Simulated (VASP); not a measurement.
# CoSi2 in VASP: a series of runs, part 2 of 2

VASP 6.6.1. Earlier steps stand in the parts before.

### Step 3. Single point, PBE, collinear spin, ferromagnetic start

This run uses another cell than the first one: it holds 6 atoms, not 3.

INCAR

```
PREC = Accurate
ENCUT = 520
EDIFF = 1E-6
ISMEAR = 0
SIGMA = 0.1
LREAL = F
LASPH = T
NELM = 150
ALGO = Normal
ISIF = 2
LWAVE = F
LCHARG = F
ISPIN = 2
MAGMOM = 3 3 0 0 0 0
LORBIT = 11
LMAXMIX = 4
GGA = PE
NBANDS = 30
```

KPOINTS

```
Automatic mesh
0
Gamma
  4 4 4
```

POSCAR

```
CoSi2
1.0
    5.2869309719      0.0000000000      0.0000000000
    0.0000000000      5.2869309719      0.0000000000
    0.0000000000      0.0000000000      2.7996189745
Co Si
2 4
Direct
    0.5000000000      0.0000000000      0.7428841740
    0.0000000000      0.5000000000      0.7428841740
    0.2499447775      0.2499447775      0.2428096430
    0.7500552225      0.7500552225      0.2428096430
    0.7500552225      0.2499447775      0.2428096430
    0.2499447775      0.7500552225      0.2428096430
```

Potentials or basis: VASP PAW PBE potentials, release 64 (Co, Si).

Command:

```console
cat potpaw_PBE.64/Co/POTCAR potpaw_PBE.64/Si/POTCAR > POTCAR
mpirun -np 1 vasp_std > vasp.out
```

OUTCAR:

```text
PREC = Accurate
   ENCUT = 520
   EDIFF = 1E-6
   ISMEAR = 0
   LREAL = F
   LASPH = T
   NELM = 150
   ISIF = 2
   ISPIN = 2
   LORBIT = 11
   GGA = PE

 ion  position               nearest neighbor table
   1  0.500  0.000  0.743-   3 2.34   4 2.34   5 2.34   6 2.34   3 2.34   4 2.34   5 2.34   6 2.34

   2  0.000  0.500  0.743-   3 2.34   4 2.34   5 2.34   6 2.34   3 2.34   4 2.34   5 2.34   6 2.34

   3  0.250  0.250  0.243-   1 2.34   2 2.34   1 2.34   2 2.34   5 2.64   6 2.64   5 2.64   6 2.64

   4  0.750  0.750  0.243-   1 2.34   2 2.34   1 2.34   2 2.34   5 2.64   6 2.64   5 2.64   6 2.64

   5  0.750  0.250  0.243-   1 2.34   2 2.34   1 2.34   2 2.34   3 2.64   4 2.64   4 2.64   3 2.64

   6  0.250  0.750  0.243-   1 2.34   2 2.34   1 2.34   2 2.34   3 2.64   4 2.64   4 2.64   3 2.64

  LATTYP: Found a simple tetragonal cell.
 ALAT       =     5.2869309719
 C/A-ratio  =     0.5295357532

  Lattice vectors:

 A1 = (   5.2869309719,   0.0000000000,   0.0000000000)
 A2 = (   0.0000000000,   5.2869309719,   0.0000000000)
 A3 = (   0.0000000000,   0.0000000000,   2.7996189745)

Analysis of symmetry for initial positions (statically):
=====================================================================
 Subroutine PRICEL returns:
 Original cell was already a primitive cell.

 Routine SETGRP: Setting up the symmetry group for a
 simple tetragonal supercell.

 Subroutine GETGRP returns: Found  8 space group operations
 (whereof  8 operations were pure point group operations)
 out of a pool of 16 trial point group operations.

The static configuration has the point symmetry C_4v.

Analysis of symmetry for dynamics (positions and initial velocities):
=====================================================================
 Subroutine PRICEL returns:
 Original cell was already a primitive cell.

 Routine SETGRP: Setting up the symmetry group for a
 simple tetragonal supercell.

 Subroutine GETGRP returns: Found  8 space group operations
 (whereof  8 operations were pure point group operations)
 out of a pool of 16 trial point group operations.

The dynamic configuration has the point symmetry C_4v.

Analysis of structural, dynamic, and magnetic symmetry:
=====================================================================
 Subroutine PRICEL returns:
 Original cell was already a primitive cell.

 Routine SETGRP: Setting up the symmetry group for a
 simple tetragonal supercell.

 Subroutine GETGRP returns: Found  8 space group operations
 (whereof  8 operations were pure point group operations)
 out of a pool of 16 trial point group operations.

The overall configuration has the point symmetry C_4v.

 Subroutine INISYM returns: Found  8 space group operations
 (whereof  8 operations are pure point group operations),
 and found     1 'primitive' translations

----------------------------------------------------------------------------------------

                                     Primitive cell

  volume of cell :      78.2539

  direct lattice vectors                    reciprocal lattice vectors
     5.286930972  0.000000000  0.000000000     0.189145651  0.000000000  0.000000000
     0.000000000  5.286930972  0.000000000     0.000000000  0.189145651  0.000000000
     0.000000000  0.000000000  2.799618974     0.000000000  0.000000000  0.357191464
[... 92 lines left out ...]
   ISYM   =      2    0-nonsym 1-usesym 2-fastsym
   POTIM  = 0.5000    time-step for ionic-motion
   TEBEG  =    0.0;   TEEND  =   0.0 temperature during run
   PSTRESS=    0.0 pullay stress
   NELECT =      34.0000    total number of electrons
   NUPDOWN=      -1.0000    fix difference up-down
   EMIN   =  10.00;   EMAX   =-10.00  energy-range for DOS
   EFERMI =   0.00;   METHOD = LEGACY
   ISMEAR =     0;   SIGMA  =   0.10  broadening in eV -4-tet -1-fermi 0-gaus
   EFERMI_NEDOS =   21; number of points for ismear=-14 and -15
   IALGO  =     38    algorithm
   IMIX   =      4    mixing-type and parameters
     AMIX     =   0.40;   BMIX     =  1.00
     AMIX_MAG =   1.60;   BMIX_MAG =  1.00
  volume/ion in A,a.u.               =      13.04        88.01
  Fermi-wavevector in a.u.,A,eV,Ry     =   1.239935  2.343138 20.918139  1.537440
  Thomas-Fermi vector in A             =   2.374398
   LORBIT       =     11    0 simple, 1 ext, 2 COOP (PROOUT), +10 PAW based schemes
   GGA     = PE    functional components
   LHFCALC =     F    Hartree Fock is set to
   AEXX    =    0.0000 exact exchange contribution
   IVDW    =     0    specifies the selected vdW correction
   LEPSILON=     F    determine dielectric tensor
   LRPA    =     F    only Hartree local field effects (RPA)
 spin polarized calculation
 Gauss-broadening in eV      SIGMA  =   0.10
  energy-cutoff  :      520.00
  volume of cell :       78.25
 maximum number of plane-waves:      2124
 NGX is ok and might be reduce to    40

 number of electron      33.9999989 magnetization       0.0048480

 number of electron      33.9999989 magnetization      -0.0009348

 Free energy of the ion-electron system (eV)
  ---------------------------------------------------
  ext. energy  EPLUGINS =         0.00000000
  ---------------------------------------------------
  free energy    TOTEN  =       -36.36109259 eV

  energy without entropy =      -36.34916347  energy(sigma->0) =      -36.35512803

 E-fermi :  10.3823     XC(G=0): -11.6899

 val. band max:       10.3647639143   @ k =   0.0000   0.0000   0.5000
 cond. band min:      10.5367746353   @ k =   0.2500   0.0000   0.5000
 fundamental gap:      0.1720107211
 Fermi energy:        10.3823442960

 spin component 1

 k-point     1 :       0.0000    0.0000    0.0000
  band No.  band energies     occupation
      1      -3.2497      1.00000
      2       1.0781      1.00000
      3       1.0781      1.00000
      4       1.8926      1.00000
      5       3.3865      1.00000
      6       3.9110      1.00000
[... 565 lines left out ...]
     28      15.6123      0.00000
     29      16.9521      0.00000
 Fermi energy:        10.3823442960

 spin component 2

 k-point     1 :       0.0000    0.0000    0.0000
  band No.  band energies     occupation
      1      -3.2497      1.00000
      2       1.0780      1.00000
      3       1.0780      1.00000
      4       1.8925      1.00000
      5       3.3863      1.00000
      6       3.9109      1.00000
[... 565 lines left out ...]
     28      15.6122      0.00000
     29      16.9520      0.00000
 [bands above 29 left out]

------------------------ aborting loop because EDIFF is reached ----------------------------------------

  FORCE on cell =-STRESS in cart. coord.  units (eV):
  Direction    XX          YY          ZZ          XY          YZ          ZX
  --------------------------------------------------------------------------------------
  -------------------------------------------------------------------------------------
  Total        0.0692300      0.0692300      0.0318300      0.0000000      0.0000000      0.0000000
  in kB        1.4174209      1.4174209      0.6516909      0.0000000      0.0000000      0.0000000
  external PRESSURE =       1.1621776 kB  Pullay stress =       0.0000000 kB

 VOLUME and BASIS-vectors are now :
 -----------------------------------------------------------------------------
  energy-cutoff  :      520.00
  volume of cell :       78.25
      direct lattice vectors                 reciprocal lattice vectors
     5.286930972  0.000000000  0.000000000     0.189145651  0.000000000  0.000000000
     0.000000000  5.286930972  0.000000000     0.000000000  0.189145651  0.000000000
     0.000000000  0.000000000  2.799618974     0.000000000  0.000000000  0.357191464

 POSITION                                       TOTAL-FORCE (eV/Angst)
 -----------------------------------------------------------------------------------
      2.64347      0.00000      2.07979         0.000000      0.000000     -0.001661
      0.00000      2.64347      2.07979         0.000000      0.000000     -0.001661
      1.32144      1.32144      0.67977         0.001512      0.001512      0.000831
      3.96549      3.96549      0.67977        -0.001512     -0.001512      0.000831
      3.96549      1.32144      0.67977        -0.001512      0.001512      0.000831
      1.32144      3.96549      0.67977         0.001512     -0.001512      0.000831
 -----------------------------------------------------------------------------------
    total drift:                                0.000000     -0.000000     -0.000444

  FREE ENERGIE OF THE ION-ELECTRON SYSTEM (eV)
  ---------------------------------------------------
  free  energy   TOTEN  =       -36.3610925896 eV

  energy  without entropy=      -36.3491634700  energy(sigma->0) =      -36.35512803

 total charge

# of ion       s       p       d       tot
------------------------------------------
    1        0.483   0.632   7.659   8.774
    2        0.483   0.632   7.659   8.774
    3        0.723   0.855   0.000   1.579
    4        0.723   0.855   0.000   1.579
    5        0.723   0.855   0.000   1.579
    6        0.723   0.855   0.000   1.579
--------------------------------------------------
tot          3.861   4.687  15.317  23.865

 magnetization (x)

# of ion       s       p       d       tot
------------------------------------------
    1       -0.000  -0.000  -0.000  -0.000
    2       -0.000  -0.000  -0.000  -0.000
    3       -0.000  -0.000   0.000  -0.000
    4       -0.000  -0.000   0.000  -0.000
    5       -0.000  -0.000   0.000  -0.000
    6       -0.000  -0.000   0.000  -0.000
--------------------------------------------------
tot         -0.000  -0.000  -0.000  -0.000
```

stdout:

```text
POSCAR found type information on POSCAR CoSi
 POSCAR found :  2 types and       6 ions
 scaLAPACK will be used
 LDA part: xc-table for (Slater+PW92), standard interpolation
 POSCAR, INCAR and KPOINTS ok, starting setup
 FFT: planning ... GRIDC
 FFT: planning ... GRID_SOFT
 FFT: planning ... GRID
 WAVECAR not read
 entering main loop
```

Wall time 2.6 min (1 thread of AMD EPYC 7R43 (Zen 3), shared host); peak memory 0.2 GiB.

What came out:

| Property | Result |
| --- | --- |
| Free energy | -36.3611 eV |
| Pressure | 0.1 GPa |
| Band gap on the k mesh | zero (filled and empty bands overlap) |
| Net moment | 0.00 μB per cell |
| Valence electrons inside the program's atomic spheres | Co 8.77; Si 1.58 |

Forces on the atoms (eV/Å):
```
Co   0.000  0.000 -0.002
Co   0.000  0.000 -0.002
Si   0.002  0.002  0.001
Si  -0.002 -0.002  0.001
Si  -0.002  0.002  0.001
Si   0.002 -0.002  0.001
```

Caveat: the k points lie up to 0.56 Å⁻¹ apart; the starting moments collapsed, and a magnetic state may lie lower.

### Step 4. Relaxation of cell and atoms, PBE

INCAR

```
SYSTEM = CoSi2
ALGO = Normal ; EDIFF = 1E-6
EDIFFG = -0.01 ; ENCUT = 600
GGA = PE ; IBRION = 2
ISIF = 3 ; ISMEAR = 0
LASPH = .TRUE. ; LCHARG = .FALSE.
LREAL = .FALSE. ; LWAVE = .FALSE.
NELM = 60 ; NSW = 100
PREC = Accurate ; SIGMA = 0.1
```

KPOINTS

```
k-points
0
G
  12 12 18
  0 0 0
```

POSCAR

```
CoSi2
1.0
    3.8237581575      0.0000000000      0.0000000000
    0.0000000000      3.8237581575      0.0000000000
    0.0000000000      0.0000000000      2.6785580356
Co Si
1 2
Direct
    0.5000000000      0.5000000000      0.0000000000
    0.0000000000      0.5000000000      0.5000000000
    0.5000000000      0.0000000000      0.5000000000
```

Potentials or basis: VASP PAW PBE potentials, release 64 (Co, Si).

Command:

```console
cat potpaw_PBE.64/Co/POTCAR potpaw_PBE.64/Si/POTCAR > POTCAR
mpirun -np 1 vasp_std > vasp.out
```

OUTCAR:

```text
SYSTEM = CoSi2
   EDIFF = 1E-6
   EDIFFG = -0.01
   ENCUT = 600
   GGA = PE
   IBRION = 2
   ISIF = 3
   ISMEAR = 0
   LASPH = .TRUE.
   LREAL = .FALSE.
   NELM = 60
   NSW = 100
   PREC = Accurate

 ion  position               nearest neighbor table
   1  0.500  0.500  0.000-   2 2.33   3 2.33   2 2.33   3 2.33   3 2.33   3 2.33   2 2.33   2 2.33

   2  0.000  0.500  0.500-   1 2.33   1 2.33   1 2.33   1 2.33   3 2.70   3 2.70   3 2.70   3 2.70

   3  0.500  0.000  0.500-   1 2.33   1 2.33   1 2.33   1 2.33   2 2.70   2 2.70   2 2.70   2 2.70

  LATTYP: Found a simple tetragonal cell.
 ALAT       =     3.8237581575
 C/A-ratio  =     0.7005040396

  Lattice vectors:

 A1 = (   3.8237581575,   0.0000000000,   0.0000000000)
 A2 = (   0.0000000000,   3.8237581575,   0.0000000000)
 A3 = (   0.0000000000,   0.0000000000,   2.6785580356)
[... 385 lines left out ...]
      3       6.0395      2.00000
      4       6.0395      2.00000
      5       6.4440      2.00000
      6       8.0082      2.00000
      7       8.7745      2.00000
      8       8.7745      2.00000
      9      11.2734      0.00000
     10      12.0460      0.00000
     11      14.8783      0.00000
     12      14.8783      0.00000
[... 331 lines left out ...]
 k-point    24 :       0.4167    0.3333    0.0000
  band No.  band energies     occupation
      1      -0.6302      2.00000
      2       0.6972      2.00000
      3       2.9935      2.00000
      4       4.4750      2.00000
      5       7.6341      2.00000
      6       7.9401      2.00000
      7       8.6272      2.00000
      8       8.6624      2.00000
      9       9.9415      2.00000
     10      15.4233      0.00000
     11      17.0532      0.00000
     12      18.6430      0.00000

 [... further k-points ...]

------------------------ aborting loop because EDIFF is reached ----------------------------------------

  FORCE on cell =-STRESS in cart. coord.  units (eV):
  Direction    XX          YY          ZZ          XY          YZ          ZX
  --------------------------------------------------------------------------------------
  -------------------------------------------------------------------------------------
  Total       -0.0008241     -0.0008241      0.0173701      0.0000000      0.0000000      0.0000000
  in kB       -0.0337873     -0.0337873      0.7121501      0.0000000      0.0000000      0.0000000
  external PRESSURE =       0.2148585 kB  Pullay stress =       0.0000000 kB
[... 18 lines left out ...]
  FREE ENERGIE OF THE ION-ELECTRON SYSTEM (eV)
  ---------------------------------------------------
  free  energy   TOTEN  =       -18.2734428493 eV

  energy  without entropy=      -18.2653166595  energy(sigma->0) =      -18.26937975

 reached required accuracy - stopping structural energy minimisation
```

CONTCAR:

```text
CoSi2
   1.00000000000000
     3.8470772883083022    0.0000000000000000    0.0000000000000000
    -0.0000000000000000    3.8470772883083022    0.0000000000000000
    -0.0000000000000000   -0.0000000000000000    2.6404650437336326
  Co              Si
     1     2
Direct
     0.5000000000000000    0.5000000000000000    0.0000000000000000
     0.0000000000000000    0.5000000000000000    0.5000000000000000
     0.5000000000000000    0.0000000000000000    0.5000000000000000

  0.00000000E+00  0.00000000E+00  0.00000000E+00
  0.00000000E+00  0.00000000E+00  0.00000000E+00
  0.00000000E+00  0.00000000E+00  0.00000000E+00
```

Run time: 13 min. Hardware: 1 thread of AMD EPYC 7R43 (Zen 3), shared host; peak memory 0.27 GiB.

Results:

| Property | Result |
| --- | --- |
| Free energy | -18.2734 eV |
| Relaxed volume | 13.03 Å³/atom |
| Relaxed cell | a = 3.847 Å, b = 3.847 Å, c = 2.640 Å, α = 90.00°, β = 90.00°, γ = 90.00° |
| Space group after relaxing (to 0.05 Å) | P4/mmm (No. 123) |
| Energy gained by relaxing | 1.1 meV/atom |
| Ionic steps | 6 |
| Pressure after relaxing | 0.0 GPa |

The path:
```tsv
step	energy change (eV)	largest force (eV/Å)	pressure (GPa)	volume (Å³)
1	0.0000	0.0000	-0.38	39.16
2	-0.0018	0.0000	0.34	38.99
3	-0.0022	0.0000	0.76	38.87
4	-0.0032	0.0000	0.26	39.03
5	-0.0032	0.0000	0.05	39.09
6	-0.0032	0.0000	0.02	39.08
```

Final structure:
```
Co Si
1.0
     3.84708    0.00000    0.00000
     0.00000    3.84708    0.00000
     0.00000    0.00000    2.64047
Co Si
1 2
Cartesian
  1.9235 1.9235 0.0000
  0.0000 1.9235 1.3202
  1.9235 0.0000 1.3202
```

Spin polarisation is off, so any magnetic state and its effect on volume and gap are missing.
